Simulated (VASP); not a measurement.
## GaN: single point with PBEsol

GaN:

```
CELL_PARAMETERS angstrom
3.13218 0.00000 0.00000
-1.56609 2.71255 0.00000
0.00000 0.00000 5.10390
ATOMIC_POSITIONS crystal
Ga 0.33333 0.66667 0.99928
Ga 0.66667 0.33333 0.49928
N 0.33333 0.66667 0.37572
N 0.66667 0.33333 0.87572
```

| Item | Value |
| --- | --- |
| Program | VASP 6.6.1 |
| Task | single point |
| Functional | PBEsol |
| Potentials or basis | VASP PAW PBE potentials, release 64 (Ga_d, N) |
| Cutoff | 520 eV |
| k mesh | 8 × 8 × 4 |
| Occupations | gaussian, width 0.01 eV |
| Spin | non-collinear spin, zero start, spin-orbit coupling |
| Starting moments | [[0.0, 0.0, 0.0], [0.0, 0.0, 0.0], [0.0, 0.0, 0.0], [0.0, 0.0, 0.0]] μB |

The pressure is 9.7 GPa. The net moment is 0.00 μB per cell. The valence electrons inside the program's atomic spheres are Ga 11.98; N 3.77.

Moments on the atoms (μB; x, y, z):
```
Ga  0.00 0.00 0.00
Ga  0.00 0.00 0.00
N   0.00 0.00 0.00
N   0.00 0.00 0.00
```

It took 5.6 min on 1 thread of Intel Xeon 8259CL (shared host), peak memory 0.31 GiB.

Caveat: the cell stands under pressure; the PAW data sets were made with another functional, which shifts forces and pressure a little.
